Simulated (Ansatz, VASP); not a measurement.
## MgO: VASP beside Ansatz

```
CELL_PARAMETERS angstrom
3.25534 0.00000 0.00000
-1.62767 2.81920 0.00000
0.00000 0.00000 10.41495
ATOMIC_POSITIONS crystal
Mg 0.33333 0.66667 0.96960
Mg 0.00000 0.00000 0.22095
Mg 0.00000 0.00000 0.72095
Mg 0.66667 0.33333 0.46960
O 0.33333 0.66667 0.77992
O 0.88020 0.00000 0.47961
O 0.00000 0.00000 0.02954
O 0.66667 0.33333 0.27992
```

Alike in both runs: task single point; functional PBEsol; k mesh 9 × 9 × 4; occupations gaussian, width 0.05 eV; no spin polarisation.

```csv
,VASP,Ansatz
version,VASP 6.6.1,Ansatz 0.2.0
potentials or method,"VASP PAW PBE potentials, release 64 (Mg, O), cutoff 520 eV","scalar-relativistic, plane waves, PAW"
valence electrons in the cell,32,64
```

```tsv
	VASP	Ansatz	Ansatz less VASP
gap on the k mesh at the Fermi level (eV)	1.41	1.44	+0.032
least direct gap on the mesh (eV)	1.41	1.44	+0.032
pressure (GPa)	8.7	8.4	-0.30
traceless stress, the component that is largest in VASP (GPa)	-14.58	-13.80	+0.786
rms of the force components (eV/Å)	3.419	3.249	-0.1692
```

VASP's potentials were made for PBE, not for PBEsol, and Ansatz warns of the same on its side. Atom by atom the forces differ by 0.175 eV/Å (rms over components). VASP's potentials hold 32 valence electrons a cell and Ansatz's 64, so a difference there can come from the potentials and not from the codes.
